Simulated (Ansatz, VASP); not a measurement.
## MgS: VASP beside Ansatz

```xyz
2
Lattice="0.0000 2.8331 2.8331 2.8331 0.0000 2.8331 2.8331 2.8331 0.0000" Properties=species:S:1:pos:R:3 pbc="T T T"
S     1.4166    1.4166    1.4166
Mg    0.0000    0.0000    0.0000
```

Alike in both runs: task single point; functional PBEsol; dispersion D3(BJ); k mesh 8 × 8 × 8; occupations fermi-dirac, width 0.15 eV; no spin polarisation.

|  | VASP | Ansatz |
| --- | --- | --- |
| version | VASP 6.6.1 | Ansatz 0.2.0 |
| potentials or method | VASP PAW PBE potentials, release 64 (S, Mg) | JTH PAW |
| plane-wave cutoff (eV) | 520 | 900 |
| valence electrons in the cell | 8 | 16 |

|  | VASP | Ansatz | Ansatz less VASP |
| --- | --- | --- | --- |
| gap on the k mesh at the Fermi level (eV) | 3.28 | 3.28 | -0.005 |
| least direct gap on the mesh (eV) | 3.28 | 3.28 | -0.005 |
| pressure (GPa) | -2.2 | -2.1 | +0.08 |

VASP's potentials were made for PBE, not for PBEsol. VASP's potentials hold 8 valence electrons a cell and Ansatz's 16, so a difference there can come from the potentials and not from the codes.
